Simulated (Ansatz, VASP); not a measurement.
NbIn2P3: VASP beside Ansatz

INCAR

```
SYSTEM = NbIn2P3
PREC = Accurate
ENCUT = 520
EDIFF = 1E-6
ISMEAR = 0
SIGMA = 0.1
LREAL = .False.
LASPH = .True.
NELM = 60
ALGO = Normal
ISIF = 2
LWAVE = .False.
LCHARG = .False.
GGA = PE
NBANDS = 36
```

KPOINTS

```
Automatic mesh
0
Gamma
  4 4 2
  0 0 0
```

Contents of POSCAR:

```
NbIn2P3
1.0
    3.8063466900      0.0000000000      0.0000000000
    0.0000000000      3.8063466900      0.0000000000
    0.0000000000      0.0000000000      8.4768770100
Nb In P
1 2 3
Direct
    0.0000000000      0.0000000000      0.3112244600
    0.0000000000      0.5000000000      0.5715326700
    0.5000000000      0.0000000000      0.5715326700
    0.0000000000      0.5000000000      0.1433342300
    0.5000000000      0.0000000000      0.1433342300
    0.5000000000      0.5000000000      0.5141060300
```

Input for Ansatz:

```yaml
crystal:
  lattice:
    - [3.80634669, 0.0, 0.0]
    - [0.0, 3.80634669, 0.0]
    - [0.0, 0.0, 8.47687701]
  atoms:
    - { symbol: Nb, position: [0.0, 0.0, 0.31122446] }
    - { symbol: In, position: [0.0, 0.5, 0.57153267] }
    - { symbol: In, position: [0.5, 0.0, 0.57153267] }
    - { symbol: P, position: [0.0, 0.5, 0.14333423] }
    - { symbol: P, position: [0.5, 0.0, 0.14333423] }
    - { symbol: P, position: [0.5, 0.5, 0.51410603] }
basis:
  ecutwfc: 420
kpoints:
  mp_grid: { grid: [4, 4, 2] }
hamiltonian:
  xc: pbe
scf:
  occupations: { method: gaussian, width: 0.1 }
  lower_state_search: "off"
output:
  forces: true
  stress: true
  eigenvalues: true
```

Alike in both runs: task single point; functional PBE; k mesh 4 × 4 × 2; occupations gaussian, width 0.1 eV; no spin polarisation.

```csv
,VASP,Ansatz
version,VASP 6.6.1,Ansatz 0.2.0
potentials or method,"VASP PAW PBE potentials, release 64 (Nb_sv, In_d, P), cutoff 520 eV","scalar-relativistic, plane waves, PAW"
valence electrons in the cell,54,54
```

```tsv
	VASP	Ansatz	Ansatz less VASP
gap on the k mesh at the Fermi level (eV)	none	none	-
rms of the force components (eV/Å)	3.843	3.916	+0.0728
```

Atom by atom the forces differ by 0.074 eV/Å (rms over components). A gap of «none» marks a metal or a gap that the smearing closes.

The k mesh is coarse, so the values compare programs but aren't converged.
